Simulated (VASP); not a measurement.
**Zr: single point with PBE**

Crystal: Zr.

```
Zr
1.0
     0.00000    2.23334    2.23334
     2.23334    0.00000    2.23334
     2.23334    2.23334    0.00000
Zr
1
Direct
  0.00000 0.00000 0.00000
```

This cell differs from its parent crystal: volume scaled by 0.96.

```json
{"Program": "VASP 6.6.1", "Task": "single point", "Functional": "PBE", "Potentials or basis": "VASP PAW PBE potentials, release 64 (Zr_sv)", "Cutoff": "520 eV", "k mesh": "20 × 20 × 20", "Occupations": "fermi-dirac, width 0.1 eV", "Spin": "no spin polarisation"}
```

```
Pressure               : 4.1 GPa
Band gap on the k mesh : zero (band 6 reaches 10.38 eV, above the bottom of band 7 at 8.88 eV)
```

Levels at points of the mesh, in eV from the Fermi level:
| k point | band 4 | band 5 | band 6 | band 7 | band 8 | band 9 |
| --- | --- | --- | --- | --- | --- | --- |
| (0.00, 0.00, 0.00) | -26.07 | -5.62 | 0.99 | 0.99 | 0.99 | 3.55 |
| (0.50, 0.00, 0.00) | -26.21 | -3.05 | 0.80 | 0.80 | 1.27 | 5.44 |
| (0.50, 0.50, 0.00) | -26.46 | -3.15 | -2.33 | 3.25 | 5.45 | 5.98 |

Wall time 29 s on 1 thread of Intel(R) Xeon(R) Platinum 8375C CPU @ 2.90GHz (Ice Lake), on a shared host, peak memory 0.19 GiB.
